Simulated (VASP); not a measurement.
# In: relaxation of cell and atoms with LDA

Crystal: In.

```xyz
1
Lattice="2.3422 0.0000 0.0000 0.0000 2.3422 0.0000 0.0000 0.0000 2.3422" Properties=species:S:1:pos:R:3 pbc="T T T"
In    0.0000    0.0000    0.0000
```

This isn't the form of In at room conditions, which is tetragonal.

```
Program                : VASP 6.6.1
Task                   : relaxation of cell and atoms
Functional             : LDA
Potentials or basis    : VASP PAW LDA potentials, release 64 (In_d)
Cutoff                 : 600 eV
k mesh                 : 16 × 16 × 16
Occupations            : fermi-dirac, width 0.05 eV
Spin                   : no spin polarisation
Target pressure        : 190 GPa
Dipole correction      : no
Further INCAR settings : ALGO = Normal; EDIFF = 1e-07; IBRION = 2; EDIFFG = -0.005; NSW = 60; ISIF = 3
```

- Relaxed volume: 13.14 Å³/atom
- Relaxed cell: a = 2.360 Å, b = 2.360 Å, c = 2.360 Å, α = 90.00°, β = 90.00°, γ = 90.00°
- Space group after relaxing (to 0.1 Å): Pm-3m (No. 221)
- Energy change on relaxing (the run minimises the enthalpy): -359.6 meV/atom
- Ionic steps: 4
- Pressure after relaxing: 190.0 GPa
- Band gap on the k mesh: zero (an odd number of electrons rules out a gap without spin polarisation)

Step by step:
```tsv
step	energy change (eV)	largest force (eV/Å)	pressure (GPa)	volume (Å³)
1	0.0000	0.0000	207.44	12.85
2	-2.4439	0.0000	91.04	15.63
3	-0.3927	0.0000	188.37	13.17
4	-0.3596	0.0000	189.99	13.14
```

Final structure:
```
In
1.0
     2.35973    0.00000    0.00000
     0.00000    2.35973    0.00000
     0.00000    0.00000    2.35973
In
1
Direct
  0.00000 0.00000 0.00000
```

Levels at points of the mesh, in eV from the Fermi level:
| k point | band 3 | band 4 | band 5 | band 6 | band 7 | band 8 | band 9 | band 10 |
| --- | --- | --- | --- | --- | --- | --- | --- | --- |
| (0.00, 0.00, 0.00) | -16.28 | -15.25 | -15.25 | -15.25 | 10.77 | 10.77 | 10.77 | 17.10 |
| (0.50, 0.00, 0.00) | -16.50 | -16.50 | -15.13 | -8.34 | -6.06 | 13.38 | 16.36 | 17.55 |
| (0.50, 0.50, 0.00) | -16.30 | -16.30 | -14.21 | -2.56 | -2.56 | 2.87 | 4.56 | 18.76 |
| (0.50, 0.50, 0.50) | -18.30 | -14.13 | -14.13 | 3.65 | 3.65 | 3.65 | 5.57 | 10.66 |

Wall time 25 s on 1 thread of Intel(R) Xeon(R) 6975P-C (Granite Rapids) (shared host), peak memory 0.14 GiB.

Caveat: the cell is relaxed towards a set pressure, so the run minimises the enthalpy, not the energy; spin-orbit coupling is left out, which moves the levels of the heavy elements.
